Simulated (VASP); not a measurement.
Input of a VASP 6.6.1 run:

File INCAR:

```
SYSTEM = Si
PREC = Accurate
ENCUT = 520
EDIFF = 1E-7
ISMEAR = 0
SIGMA = 0.05
LREAL = .FALSE.
LASPH = .TRUE.
NELM = 60
ALGO = Normal
ISIF = 2
LWAVE = .FALSE.
LCHARG = .FALSE.
GGA = PE
NBANDS = 16
```

Contents of KPOINTS:

```
Automatic mesh
0
G
  12 12 6
  0 0 0
```

The input POSCAR:

```
Si
1.0
    3.8850721999      0.0000000000      0.0000000000
   -1.9425361000      3.3645712207      0.0000000000
    0.0000000000      0.0000000000      6.2538007202
Si
4
Direct
    0.3333333333      0.6666666667      0.0393645135
    0.6666666667      0.3333333333      0.5393645135
    0.3333333333      0.6666666667      0.4606354865
    0.6666666667      0.3333333333      0.9606354865
```

Potentials or basis: VASP PAW PBE potentials, release 64 (Si).

The run is started by

```bash
$ cat potpaw_PBE.64/Si/POTCAR > POTCAR
$ mpirun -np 1 vasp_std > vasp.out
```

Predict the largest force.

2.028 eV/Å.

Estimate the band gap on the k mesh.

zero (bands 8 and 9 overlap by 0.83 eV).

Forces on the atoms (eV/Å):
```
Si   0.000  0.000  2.028
Si   0.000  0.000  2.028
Si   0.000  0.000 -2.028
Si   0.000  0.000 -2.028
```

Caveat: forces of over 1 eV/Å act on the atoms, so gaps and moduli don't describe the material at rest.
